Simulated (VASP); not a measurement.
Ga4SbAs3: relaxation of the atoms with PBEsol

Crystal: Ga4SbAs3.

```
CELL_PARAMETERS angstrom
0.00000 5.76390 5.76390
5.76390 0.00000 5.76390
5.76390 5.76390 0.00000
ATOMIC_POSITIONS crystal
Ga 0.00000 0.00000 0.00000
Ga 0.00000 0.00000 0.50000
Ga 0.00000 0.50000 0.00000
Ga 0.00000 0.50000 0.50000
Ga 0.50000 0.00000 0.00000
Ga 0.50000 0.00000 0.50000
Ga 0.50000 0.50000 0.00000
Ga 0.50000 0.50000 0.50000
Sb 0.12500 0.12500 0.12500
Sb 0.62500 0.62500 0.62500
As 0.12500 0.12500 0.62500
As 0.12500 0.62500 0.12500
As 0.12500 0.62500 0.62500
As 0.62500 0.12500 0.12500
As 0.62500 0.12500 0.62500
As 0.62500 0.62500 0.12500
```

```json
{"Program": "VASP 6.6.1", "Task": "relaxation of the atoms", "Functional": "PBEsol", "Potentials or basis": "VASP PAW PBE potentials, release 64 (Ga_d, Sb, As)", "Cutoff": "520 eV", "k mesh": "3 × 3 × 3", "Occupations": "gaussian, width 0.01 eV", "Spin": "no spin polarisation", "Dipole correction": "no", "Further INCAR settings": "LREAL = Auto; ALGO = Normal; EDIFF = 1e-06; IBRION = 2; EDIFFG = -0.005; NSW = 80"}
```

```
Energy gained by relaxing : 25.6 meV/atom
Ionic steps               : 5
Pressure after relaxing   : 0.5 GPa
Band gap on the k mesh    : 0.01 eV
```

Step by step:
```csv
step,energy change (eV),largest force (eV/Å),pressure (GPa)
1,0.0000,1.2695,0.97
2,-0.3827,0.3115,0.54
3,-0.4093,0.0055,0.52
4,-0.4093,0.0113,0.54
5,-0.4093,0.0040,0.53
```

Final structure:
```
Ga Sb As
1.0
     0.00000    5.76390    5.76390
     5.76390    0.00000    5.76390
     5.76390    5.76390    0.00000
Ga Sb As
8 2 6
Direct
  0.99579 0.99579 0.99579
  0.99579 0.99579 0.51262
  0.99579 0.51262 0.99579
  0.01262 0.49579 0.49579
  0.51262 0.99579 0.99579
  0.49579 0.01262 0.49579
  0.49579 0.49579 0.01262
  0.49579 0.49579 0.49579
  0.12500 0.12500 0.12500
  0.62500 0.62500 0.62500
  0.12500 0.12500 0.62500
  0.12500 0.62500 0.12500
  0.12500 0.62500 0.62500
  0.62500 0.12500 0.12500
  0.62500 0.12500 0.62500
  0.62500 0.62500 0.12500
```

Levels at points of the mesh, in eV from the valence-band top:
```csv
k point,band 70,band 71,band 72,band 73,band 74,band 75
"(0.00, 0.00, 0.00)",0.00,0.00,0.00,0.01,0.48,0.48
```

It took 9.8 min on 1 thread of Intel(R) Xeon(R) 6975P-C (Granite Rapids), with other jobs on the host, peak memory 0.68 GiB.

Caveat: semilocal functionals underestimate gaps, and a narrow one can read as zero; the PAW data sets were made with another functional, which shifts forces and pressure a little; spin-orbit coupling is left out, which moves the levels of the heavy elements.
